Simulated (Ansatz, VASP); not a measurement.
# RbBr: VASP beside Ansatz

```xyz
2
Lattice="3.3442 0.0000 0.0000 0.0000 3.3442 0.0000 0.0000 0.0000 3.3442" Properties=species:S:1:pos:R:3 pbc="T T T"
Rb    0.0000    0.0000    0.0000
Br    1.6721    1.6721    1.6721
```

Change from the starting cell: volume scaled by 0.6, PAW files.

Alike in both runs: task single point; functional LDA; k mesh 12 × 12 × 12; occupations fermi-dirac, width 0.1 eV; no spin polarisation.

|  | VASP | Ansatz |
| --- | --- | --- |
| version | VASP 6.6.1 | Ansatz 0.2.0 |
| potentials or method | VASP PAW LDA potentials, release 64 (Rb_sv, Br) | PAW with Ansatz's default frozen-core files, scalar-relativistic |
| plane-wave cutoff (eV) | 520 | 420 |
| valence electrons in the cell | 16 | 16 |

|  | VASP | Ansatz | Ansatz less VASP |
| --- | --- | --- | --- |
| pressure (GPa) | 42.2 | 41.3 | -0.95 |

LDA's correlation is that of Perdew and Zunger in VASP and of Perdew and Wang (1992) in Ansatz. Both programs put the cell under a high pressure, so it lies far from rest at this level.
